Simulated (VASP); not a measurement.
# Al3SiNO (P2/m) in VASP: further runs, part 2 of 2

VASP 6.6.1. Earlier steps stand in the parts before.

## Step 4: Relaxation of cell and atoms, PBE

This run uses another cell than the first one, of 14.74 Å³/atom, 0.994 times its volume.

Contents of INCAR:

```
PREC     = Accurate       # precision mode
ENCUT    = 600            # plane-wave cutoff, eV
EDIFF    = 1E-6           # SCF threshold, eV
ISMEAR   = 0              # smearing method
SIGMA    = 0.1            # smearing width, eV
LREAL    = F              # projectors in reciprocal space
LASPH    = T              # aspherical terms in the spheres
NELM     = 80             # most SCF steps
ALGO     = Normal         # electronic algorithm
ISIF     = 3              # what is computed and relaxed
LWAVE    = F              # write WAVECAR
LCHARG   = F              # write CHGCAR
GGA      = PE             # functional
IBRION   = 2              # ionic algorithm
NSW      = 90             # ionic steps
EDIFFG   = -0.04          # ionic threshold
```

Contents of KPOINTS:

```
regular mesh
0
Gamma
  6 4 4
```

Contents of POSCAR:

```
Al3SiNO
1.0
    3.3586039354      0.0000000000      0.0000000000
    0.0000000000      5.0433560213      0.0000000000
   -0.1557786019      0.0000000000      5.2213978377
Al Si N O
3 1 1 1
Direct
    0.5340906687      0.0000000000      0.7653196386
    0.4659093313      0.0000000000      0.2346803614
    0.5000000000      0.5000000000      0.5000000000
    0.5000000000      0.5000000000      0.0000000000
    0.0000000000      0.0000000000      0.0000000000
    0.0000000000      0.5000000000      0.5000000000
```

The run is started by

```bash
$ cat potpaw_PBE.64/Al/POTCAR potpaw_PBE.64/Si/POTCAR potpaw_PBE.64/N/POTCAR potpaw_PBE.64/O/POTCAR > POTCAR
$ mpirun -np 1 vasp_std > vasp.out
```

Run time: 99 s. Hardware: 1 thread of Intel Xeon Platinum 8259CL at 2.50GHz (Skylake/Cascade Lake), shared host; peak memory 0.26 GiB.

The run converged. Its results:

| Property | Result |
| --- | --- |
| Free energy | -31.7629 eV |
| Relaxed volume | 14.79 Å³/atom |
| Relaxed cell | a = 3.354 Å, b = 5.053 Å, c = 5.237 Å, α = 90.00°, β = 91.60°, γ = 90.00° |
| Space group after relaxing (to 0.05 Å) | P2/m (No. 10) |
| Energy gained by relaxing | 0.2 meV/atom |
| Ionic steps | 2 |
| Pressure after relaxing | 0.0 GPa |
| Largest force after relaxing | 0.039 eV/Å |
| Band gap on the k mesh | zero (band 12 reaches 7.13 eV, above the bottom of band 13 at 4.71 eV) |

Forces on the atoms (eV/Å):
```
Al  -0.015  0.000  0.036
Al   0.015  0.000 -0.036
Al   0.000  0.000  0.000
Si   0.000  0.000  0.000
N    0.000  0.000  0.000
O    0.000  0.000  0.000
```

Stress tensor (GPa, compression positive):
```
-0.17  0.00  0.18
 0.00  0.24  0.00
 0.18  0.00 -0.05
```

Step by step:
```csv
step,energy change (eV),largest force (eV/Å),pressure (GPa),volume (Å³)
1,0.0000,0.0368,0.24,88.44
2,-0.0011,0.0393,0.01,88.72
```

Final structure:
```
Al Si N O
1.0
     3.35412    0.00000    0.00312
     0.00000    5.05316    0.00000
    -0.15072    0.00000    5.23449
Al Si N O
3 1 1 1
Direct
  0.53394 0.00000 0.76499
  0.46606 0.00000 0.23501
  0.50000 0.50000 0.50000
  0.50000 0.50000 0.00000
  0.00000 0.00000 0.00000
  0.00000 0.50000 0.50000
```

Levels at points of the mesh, in eV from the Fermi level:
| k point | band 9 | band 10 | band 11 | band 12 | band 13 | band 14 | band 15 | band 16 |
| --- | --- | --- | --- | --- | --- | --- | --- | --- |
| (0.00, 0.00, 0.00) | -3.85 | -3.76 | 0.03 | 0.78 | 1.10 | 1.27 | 2.74 | 3.45 |
| (0.50, 0.00, 0.00) | -3.12 | -2.95 | -2.62 | -2.42 | -1.56 | 0.67 | 1.93 | 2.67 |
| (0.00, 0.50, 0.00) | -2.58 | -1.79 | -1.40 | -0.70 | -0.27 | 1.81 | 3.46 | 4.08 |
| (0.50, 0.50, 0.00) | -3.84 | -3.45 | -2.48 | -0.39 | 0.73 | 1.24 | 1.43 | 1.56 |
| (0.00, 0.00, 0.50) | -3.18 | -2.72 | -1.28 | -0.06 | 0.75 | 1.40 | 2.87 | 3.64 |
| (0.50, 0.00, 0.50) | -3.79 | -2.66 | -2.29 | -0.83 | -0.37 | 0.13 | 2.24 | 2.99 |
| (0.00, 0.50, 0.50) | -3.46 | -3.12 | -1.44 | -1.30 | 2.61 | 2.75 | 3.17 | 3.90 |
| (0.50, 0.50, 0.50) | -3.35 | -2.60 | -1.55 | 0.32 | 1.19 | 3.13 | 3.89 | 3.96 |

## Step 5: Single point, PBE

Contents of INCAR:

```
ALGO     = Normal         # electronic algorithm
EDIFF    = 1E-7           # SCF threshold, eV
ENCUT    = 520            # plane-wave cutoff, eV
GGA      = PE             # functional
ISIF     = 2              # what is computed and relaxed
ISMEAR   = 0              # smearing method
LASPH    = T              # aspherical terms in the spheres
LCHARG   = F              # write CHGCAR
LREAL    = F              # projectors in reciprocal space
LWAVE    = F              # write WAVECAR
NBANDS   = 21             # bands
NELM     = 80             # most SCF steps
PREC     = Accurate       # precision mode
SIGMA    = 0.1            # smearing width, eV
```

Contents of KPOINTS:

```
k-points
0
Gamma
  12 8 8
```

Contents of POSCAR:

```
Al3SiNO
1.0
    3.3231459235      0.0000000000      0.0413294039
    0.0000000000      5.0881781110      0.0000000000
   -0.0665641946      0.0000000000      5.2508206919
Al Si N O
3 1 1 1
Direct
    0.5005912686      0.0000000000      0.7660490447
    0.4994087314      0.0000000000      0.2339509553
    0.5000000000      0.5000000000      0.5000000000
    0.5000000000      0.5000000000      0.0000000000
    0.0000000000      0.0000000000      0.0000000000
    0.0000000000      0.5000000000      0.5000000000
```

Potentials or basis: VASP PAW PBE potentials, release 64 (Al, Si, N, O).

The run is started by

```bash
$ cat potpaw_PBE.64/Al/POTCAR potpaw_PBE.64/Si/POTCAR potpaw_PBE.64/N/POTCAR potpaw_PBE.64/O/POTCAR > POTCAR
$ mpirun -np 1 vasp_std > vasp.out
```

OUTCAR:

```text
EDIFF = 1E-7
   ENCUT = 520
   GGA = PE
   ISIF = 2
   ISMEAR = 0
   LASPH = T
   LREAL = F
   NELM = 80
   PREC = Accurate

 ion  position               nearest neighbor table
   1  0.501  0.000  0.766-   5 2.06   5 2.07   2 2.46   2 2.79   4 2.83   4 2.83   3 2.90   3 2.90

   2  0.499  0.000  0.234-   5 2.06   5 2.07   1 2.46   1 2.79   4 2.83   4 2.83   3 2.90   3 2.90

   3  0.500  0.500  0.500-   6 1.66   6 1.66   4 2.63   4 2.63   1 2.90   1 2.90   2 2.90   2 2.90
[... 790 lines left out ...]
  -------------------------------------------------------------------------------------
  Total        0.1645799     -0.0445226     -0.0629184      0.0000000      0.0000000      0.0019580
  in kB        2.9694776     -0.8033112     -1.1352226      0.0000000      0.0000000      0.0353282
  external PRESSURE =       0.3436479 kB  Pullay stress =       0.0000000 kB

 VOLUME and BASIS-vectors are now :
 -----------------------------------------------------------------------------
  energy-cutoff  :      520.00
  volume of cell :       88.80
      direct lattice vectors                 reciprocal lattice vectors
     3.323145923  0.000000000  0.041329404     0.300872242  0.000000000  0.003814131
     0.000000000  5.088178111  0.000000000     0.000000000  0.196534001  0.000000000
    -0.066564195  0.000000000  5.250820692    -0.002368177  0.000000000  0.190416398

 POSITION                                       TOTAL-FORCE (eV/Angst)
 -----------------------------------------------------------------------------------
      1.61255      0.00000      4.04308        -0.000588      0.000000      0.005018
      1.64404      0.00000      1.24907         0.000588      0.000000     -0.005018
      1.62829      2.54409      2.64608        -0.000000      0.000000      0.000000
      1.66157      2.54409      0.02066        -0.000000      0.000000      0.000000
      0.00000      0.00000      0.00000        -0.000000      0.000000      0.000000
     -0.03328      2.54409      2.62541        -0.000000      0.000000      0.000000
 -----------------------------------------------------------------------------------
    total drift:                               -0.000000      0.000000     -0.000000

  FREE ENERGIE OF THE ION-ELECTRON SYSTEM (eV)
  ---------------------------------------------------
  free  energy   TOTEN  =       -31.7625546782 eV

  energy  without entropy=      -31.7561620733  energy(sigma->0) =      -31.75935838
```

Run time: 7.6 min. Hardware: 1 thread of Intel Xeon Platinum 8259CL at 2.50GHz (Skylake/Cascade Lake), shared host; peak memory 0.54 GiB.

What came out:

* Free energy: -31.7626 eV
* Pressure: 0.0 GPa
* Largest force: 0.005 eV/Å
* Band gap on the k mesh: zero (band 12 reaches 7.27 eV, above the bottom of band 13 at 4.68 eV)

Forces on the atoms (eV/Å):
```
Al  -0.001  0.000  0.005
Al   0.001  0.000 -0.005
Al   0.000  0.000  0.000
Si   0.000  0.000  0.000
N    0.000  0.000  0.000
O    0.000  0.000  0.000
```

Stress tensor (GPa, compression positive):
```
 0.30  0.00  0.00
 0.00 -0.08  0.00
 0.00  0.00 -0.11
```

Levels at points of the mesh, in eV from the Fermi level:
```csv
k point,band 9,band 10,band 11,band 12,band 13,band 14,band 15,band 16
"(0.00, 0.00, 0.00)",-4.22,-3.91,0.01,0.83,1.06,1.17,2.69,3.39
"(0.50, 0.00, 0.00)",-3.11,-2.98,-2.66,-2.53,-1.65,0.58,1.90,2.61
"(0.00, 0.50, 0.00)",-2.66,-1.92,-1.47,-0.74,-0.32,1.75,3.57,4.02
"(0.50, 0.50, 0.00)",-3.88,-3.48,-2.49,-0.43,0.58,1.16,1.30,1.54
"(0.00, 0.00, 0.50)",-3.30,-2.84,-1.37,-0.09,0.69,1.34,2.76,3.75
"(0.50, 0.00, 0.50)",-3.85,-2.74,-2.33,-0.85,-0.43,0.05,2.16,2.96
"(0.00, 0.50, 0.50)",-3.60,-3.12,-1.58,-1.39,2.44,2.66,3.29,3.83
"(0.50, 0.50, 0.50)",-3.51,-2.69,-1.62,0.24,1.04,3.02,3.91,4.03
```

## Step 6: The runs side by side

```csv
task,spin,cell,k mesh,cutoff (eV),gap on the mesh (eV),pressure (GPa),largest force (eV/Å)
single point,off,"a = 3.349, b = 5.071, c = 5.241 Å, angles 90.0, 91.4, 90.0°, 6 atoms",6 × 4 × 4,520,none,0.1,0.04
single point,"collinear, ferromagnetic start","a = 3.359, b = 5.043, c = 5.224 Å, angles 90.0, 91.7, 90.0°, 6 atoms",4 × 4 × 4,520,none,0.2,-
relaxation of cell and atoms,off,"relaxed from a = 3.359, b = 5.043, c = 5.224 Å, angles 90.0, 91.7, 90.0°, 6 atoms",6 × 4 × 4,600,none,0.0,0.04
single point,off,"a = 3.323, b = 5.088, c = 5.251 Å, 6 atoms",12 × 8 × 8,520,none,0.0,0.01
```

Alike in all rows: level PBE; potentials or basis VASP PAW PBE potentials, release 64 (Al, Si, N, O); smearing gaussian 0.1 eV.

Caveats: some runs use coarse meshes.

Total energies depend on the potentials used, so only differences within one code and one set of settings carry meaning.
